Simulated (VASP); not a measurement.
# W (I4/mmm) in VASP: a series of runs, part 2 of 3

VASP 6.6.1. The steps go on from the part before.

### Step 3. Single point, r2SCAN

This run uses another cell than the first one, of the same volume but with other edges.

Contents of POSCAR:

```
W
1.0
    0.0000000000      1.8600084640      2.4180110031
    1.8600084640      0.0000000000      2.4180110031
    1.8600084640      1.8600084640      0.0000000000
W
1
Direct
    0.0000000000      0.0000000000      0.0000000000
```

Contents of INCAR.step1:

```
SYSTEM = W
PREC     = Accurate       ! precision mode
ENCUT    = 520            ! plane-wave cutoff, eV
ISMEAR   = 0              ! smearing method
SIGMA    = 0.15           ! smearing width, eV
LREAL    = .FALSE.        ! projectors in reciprocal space
LASPH    = .TRUE.         ! aspherical terms in the spheres
NELM     = 80             ! most SCF steps
NBANDS   = 13             ! bands
GGA      = PE             ! functional
ALGO     = Normal         ! electronic algorithm
EDIFF    = 1E-4           ! SCF threshold, eV
LWAVE    = .TRUE.         ! write WAVECAR
LCHARG   = .FALSE.        ! write CHGCAR
```

Contents of INCAR.step2:

```
SYSTEM = W
PREC     = Accurate       ! precision mode
ENCUT    = 520            ! plane-wave cutoff, eV
EDIFF    = 1E-6           ! SCF threshold, eV
ISMEAR   = 0              ! smearing method
SIGMA    = 0.15           ! smearing width, eV
LREAL    = .FALSE.        ! projectors in reciprocal space
LASPH    = .TRUE.         ! aspherical terms in the spheres
NELM     = 80             ! most SCF steps
ALGO     = Normal         ! electronic algorithm
ISIF     = 2              ! what is computed and relaxed
LWAVE    = .FALSE.        ! write WAVECAR
LCHARG   = .FALSE.        ! write CHGCAR
METAGGA  = R2SCAN         ! meta-GGA
LMIXTAU  = .TRUE.       
NBANDS   = 13             ! bands
ISTART   = 1
```

Contents of KPOINTS:

```
regular mesh
0
G
  22 22 22
  0 0 0
```

Potentials or basis: VASP PAW PBE potentials, release 64 (W_sv).

Started as:

```bash
$ cat potpaw_PBE.64/W_sv/POTCAR > POTCAR
$ cp INCAR.step1 INCAR
$ mpirun -np 1 vasp_std > vasp.out
$ cp INCAR.step2 INCAR
$ mpirun -np 1 vasp_std > vasp.out
```

OUTCAR:

```text
SYSTEM = W
   PREC = Accurate
   ENCUT = 520
   EDIFF = 1E-6
   ISMEAR = 0
   LREAL = .FALSE.
   LASPH = .TRUE.
   NELM = 80
   ISIF = 2
   METAGGA = R2SCAN
   ISTART = 1

 ion  position               nearest neighbor table
   1  0.000  0.000  0.000-

  LATTYP: Found a body centered tetragonal cell.
 ALAT       =     2.6304491959
 C/A-ratio  =     1.8384776310

  Lattice vectors:

 A1 = (  -1.8600084640,   0.0000000000,   2.4180110031)
 A2 = (   1.8600084640,   0.0000000000,   2.4180110031)
 A3 = (   0.0000000000,   1.8600084640,  -2.4180110031)

Analysis of symmetry for initial positions (statically):
=====================================================================
 Subroutine PRICEL returns:
 Original cell was already a primitive cell.

 Routine SETGRP: Setting up the symmetry group for a
 body centered tetragonal supercell.

 Subroutine GETGRP returns: Found 16 space group operations
 (whereof 16 operations were pure point group operations)
 out of a pool of 16 trial point group operations.

The static configuration has the point symmetry D_4h.

Analysis of symmetry for dynamics (positions and initial velocities):
=====================================================================
 Subroutine PRICEL returns:
 Original cell was already a primitive cell.

 Routine SETGRP: Setting up the symmetry group for a
 body centered tetragonal supercell.

 Subroutine GETGRP returns: Found 16 space group operations
 (whereof 16 operations were pure point group operations)
 out of a pool of 16 trial point group operations.

The dynamic configuration has the point symmetry D_4h.

 Subroutine INISYM returns: Found 16 space group operations
 (whereof 16 operations are pure point group operations),
 and found     1 'primitive' translations

----------------------------------------------------------------------------------------

                                     Primitive cell

  volume of cell :      16.7309

  direct lattice vectors                    reciprocal lattice vectors
     0.000000000  1.860008464  2.418011003    -0.268815981  0.268815981  0.206781524
     1.860008464  0.000000000  2.418011003     0.268815981 -0.268815981  0.206781524
     1.860008464  1.860008464  0.000000000     0.268815981  0.268815981 -0.206781524

  length of vectors
     3.050640703  3.050640703  2.630449196     0.432761669  0.432761669  0.432761669

  position of ions in fractional coordinates (direct lattice)
     0.000000000  0.000000000  0.000000000

  ion indices of the primitive-cell ions
   primitive index   ion index
                 1           1

----------------------------------------------------------------------------------------

 KPOINTS: regular mesh

Automatic generation of k-mesh.
 Grid dimensions read from file:
 generate k-points for:   22   22   22

 Generating k-lattice:

  Cartesian coordinates                     Fractional coordinates (reciprocal lattice)
    -0.012218908  0.012218908  0.009399160     0.045454545  0.000000000  0.000000000
     0.012218908 -0.012218908  0.009399160     0.000000000  0.045454545  0.000000000
     0.012218908  0.012218908 -0.009399160    -0.000000000 -0.000000000  0.045454545

  Length of vectors
     0.019670985  0.019670985  0.019670985

  Shift w.r.t. Gamma in fractional coordinates (k-lattice)
     0.000000000  0.000000000  0.000000000

 Subroutine IBZKPT returns following result:
 ===========================================

 Found    834 irreducible k-points:

 Following reciprocal coordinates:
            Coordinates               Weight
  0.000000  0.000000  0.000000      1.000000
  0.045455  0.000000  0.000000      8.000000
  0.090909  0.000000  0.000000      8.000000
  0.136364  0.000000  0.000000      8.000000
  0.181818  0.000000  0.000000      8.000000
  0.227273 -0.000000  0.000000      8.000000
[... 16 lines left out ...]
  0.500000  0.045455  0.000000      8.000000
 -0.454545  0.045455  0.000000      8.000000
 [... further k-points ...]
   k-points           NKPTS =    834   k-points in BZ     NKDIM =    834   number of bands    NBANDS=     13
   number of dos      NEDOS =    301   number of ions     NIONS =      1
   total plane-waves  NPLWV =  11520
   dimension x,y,z NGX =    24 NGY =   24 NGZ =   20
   dimension x,y,z NGXF=    48 NGYF=   48 NGZF=   40
   ions per type =               1
   NGX,Y,Z   is equivalent  to a cutoff of  13.08, 13.08, 12.64 a.u.
   NGXF,Y,Z  is equivalent  to a cutoff of  26.16, 26.16, 25.28 a.u.
 SYSTEM =  W
   PREC   = accura    normal or accurate (medium, high low for compatibility)
   ISTART =      1    job   : 0-new  1-cont  2-samecut
   ICHARG =      0    charge: 1-file 2-atom 10-const
   ISPIN  =      1    spin polarized calculation?
   LNONCOLLINEAR =      F non collinear calculations
   LSORBIT =      F    spin-orbit coupling
   LASPH  =      T    aspherical Exc in radial PAW
   ENCUT  =  520.0 eV  38.22 Ry    6.18 a.u.   5.67  5.67  4.89*2*pi/ulx,y,z
   NELM   =     80;   NELMIN=  2; NELMDL=  0     # of ELM steps
   EDIFF  = 0.1E-05   stopping-criterion for ELM
   LREAL  =      F    real-space projection
   EDIFFG = 0.1E-04   stopping-criterion for IOM
   NSW    =      0    number of steps for IOM
   IBRION =     -1    ionic relax: 0-MD 1-quasi-New 2-CG
   NFREE  =      0    steps in history (QN), initial steepest desc. (CG)
   ISIF   =      2    stress and relaxation
   ISYM   =      2    0-nonsym 1-usesym 2-fastsym
   POTIM  = 0.5000    time-step for ionic-motion
   TEBEG  =    0.0;   TEEND  =   0.0 temperature during run
   PSTRESS=    0.0 pullay stress
   NELECT =      14.0000    total number of electrons
   NUPDOWN=      -1.0000    fix difference up-down
   EMIN   =  10.00;   EMAX   =-10.00  energy-range for DOS
   EFERMI =   0.00;   METHOD = LEGACY
   ISMEAR =     0;   SIGMA  =   0.15  broadening in eV -4-tet -1-fermi 0-gaus
   EFERMI_NEDOS =   21; number of points for ismear=-14 and -15
   IALGO  =     38    algorithm
   IMIX   =      4    mixing-type and parameters
     AMIX     =   0.40;   BMIX     =  1.00
     AMIX_MAG =   1.60;   BMIX_MAG =  1.00
  volume/ion in A,a.u.               =      16.73       112.91
  Fermi-wavevector in a.u.,A,eV,Ry     =   1.542688  2.915258 32.380324  2.379887
  Thomas-Fermi vector in A             =   2.648457
   LORBIT       =      0    0 simple, 1 ext, 2 COOP (PROOUT), +10 PAW based schemes
   METAGGA = R2SCAN    functional components
   LHFCALC =     F    Hartree Fock is set to
   AEXX    =    0.0000 exact exchange contribution
   IVDW    =     0    specifies the selected vdW correction
   LEPSILON=     F    determine dielectric tensor
   LRPA    =     F    only Hartree local field effects (RPA)
 non-spin polarized calculation
 Gauss-broadening in eV      SIGMA  =   0.15
  energy-cutoff  :      520.00
  volume of cell :       16.73
 maximum number of plane-waves:       462
   NGX = 11   NGY = 11   NGZ =  9

 number of electron      14.0000000 magnetization

 Free energy of the ion-electron system (eV)
  ---------------------------------------------------
  ext. energy  EPLUGINS =         0.00000000
  ---------------------------------------------------
  free energy    TOTEN  =       -50.88982167 eV

  energy without entropy =      -50.88402568  energy(sigma->0) =      -50.88692367

 E-fermi :  10.5821     XC(G=0): -14.5707

 val. band max:       10.5676570117   @ k =   0.3636  -0.0000   0.1818
 cond. band min:      10.5839598358   @ k =  -0.1818   0.0455   0.1818
 fundamental gap:      0.0163028242
 Fermi energy:        10.5821370064

 k-point     1 :       0.0000    0.0000    0.0000
  band No.  band energies     occupation
      1     -65.6245      2.00000
      2     -28.8022      2.00000
      3     -28.3851      2.00000
      4     -28.3851      2.00000
      5       0.7573      2.00000
      6       7.1097      2.00000
      7       9.4134      2.00000
      8      11.4044      0.00000
      9      11.4044      0.00000
     10      15.3572      0.00000
     11      24.4855      0.00000
     12      24.4956      0.00000
     13      32.0331      0.00000
[... 353 lines left out ...]
 k-point    24 :      -0.4545    0.0455    0.0000
  band No.  band energies     occupation
      1     -65.4832      2.00000
      2     -29.8692      2.00000
      3     -28.9713      2.00000
      4     -28.3370      2.00000
      5       4.4774      2.00000
      6       7.5931      2.00000
      7      10.4660      1.72641
      8      11.4058      0.00000
      9      14.5993      0.00000
     10      15.3928      0.00000
     11      21.5401      0.00000
     12      22.3717      0.00000
     13      29.4947      0.00000

 [... further k-points ...]

------------------------ aborting loop because EDIFF is reached ----------------------------------------

  FORCE on cell =-STRESS in cart. coord.  units (eV):
  Direction    XX          YY          ZZ          XY          YZ          ZX
  --------------------------------------------------------------------------------------
  -------------------------------------------------------------------------------------
  Total        0.2211989      0.2211989     -1.9342477     -0.0000000      0.0000000      0.0000000
  in kB       21.1824163     21.1824163   -185.2271196     -0.0000000      0.0000000      0.0000000
  external PRESSURE =     -47.6207624 kB  Pullay stress =       0.0000000 kB

 VOLUME and BASIS-vectors are now :
 -----------------------------------------------------------------------------
  energy-cutoff  :      520.00
  volume of cell :       16.73
      direct lattice vectors                 reciprocal lattice vectors
     0.000000000  1.860008464  2.418011003    -0.268815981  0.268815981  0.206781524
     1.860008464  0.000000000  2.418011003     0.268815981 -0.268815981  0.206781524
     1.860008464  1.860008464  0.000000000     0.268815981  0.268815981 -0.206781524

 POSITION                                       TOTAL-FORCE (eV/Angst)
 -----------------------------------------------------------------------------------
      0.00000      0.00000      0.00000        -0.000000     -0.000000      0.000000
 -----------------------------------------------------------------------------------
    total drift:                                0.000000      0.000000     -0.000000

  FREE ENERGIE OF THE ION-ELECTRON SYSTEM (eV)
  ---------------------------------------------------
  free  energy   TOTEN  =       -50.8898216709 eV

  energy  without entropy=      -50.8840256767  energy(sigma->0) =      -50.88692367
```

Run time: 4.9 min. Hardware: 1 thread of Intel Xeon 8259CL, shared host; peak memory 0.29 GiB.

What came out:

```
Free energy            : -50.8898 eV
Pressure               : -4.8 GPa
Band gap on the k mesh : zero (bands 7 and 8 overlap by 3.44 eV)
```

Stress tensor (GPa, compression positive):
```
  2.12   0.00   0.00
  0.00   2.12   0.00
  0.00   0.00 -18.52
```

Caveat: the stress differs along the axes, from -19 to 2 GPa; the PAW data sets were made with another functional, which shifts forces and pressure a little; spin-orbit coupling is left out, which moves the levels of the heavy elements.

(Part 2 of 3 ends here.)
